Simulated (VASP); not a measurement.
Set up this calculation in VASP 6.6.1, as the native input.

* Task: single point
* Functional: PBEsol
* Potentials or basis: VASP PAW PBE potentials, release 64 (Al, N)
* Cutoff: 520 eV
* k mesh: 9 × 9 × 6
* Occupations: gaussian, width 0.05 eV
* Spin: no spin polarisation
* Dipole correction: no
* Further INCAR settings: ALGO = Normal; EDIFF = 1e-06; NBANDS = 16

The structure of AlN lies in POSCAR:

```
AlN
1.0
    3.3214000000      0.0000000000      0.0000000000
   -1.6607000000      2.8764167761      0.0000000000
    0.0000000000      0.0000000000      4.3483000000
Al N
2 2
Direct
    0.3333333333      0.6666666667      0.7500000000
    0.6666666667      0.3333333333      0.2500000000
    0.3333333333      0.6666666667      0.2500000000
    0.6666666667      0.3333333333      0.7500000000
```

One way to write it, as run:

INCAR

```
  PREC = Accurate
  ENCUT = 520
  EDIFF = 1E-6
  ISMEAR = 0
  SIGMA = 0.05
  LREAL = F
  LASPH = T
  NELM = 100
  ALGO = Normal
  ISIF = 2
  LWAVE = F
  LCHARG = F
  GGA = PS
  NBANDS = 16
```

KPOINTS

```
Automatic mesh
0
Gamma
  9 9 6
```

Potentials or basis: VASP PAW PBE potentials, release 64 (Al, N).

The run is started by

```sh
$ cat potpaw_PBE.64/Al/POTCAR potpaw_PBE.64/N/POTCAR > POTCAR
$ mpirun -np 1 vasp_std > vasp.out
```

Results of the run:

```
Pressure               : -10.3 GPa
Band gap on the k mesh : 2.77 eV, direct
```

Caveat: the PAW data sets were made with another functional, which shifts forces and pressure a little.

Wall time 24 s on 1 thread of Intel(R) Xeon(R) Platinum 8259CL CPU @ 2.50GHz (Skylake/Cascade Lake) (shared host), peak memory 0.17 GiB.
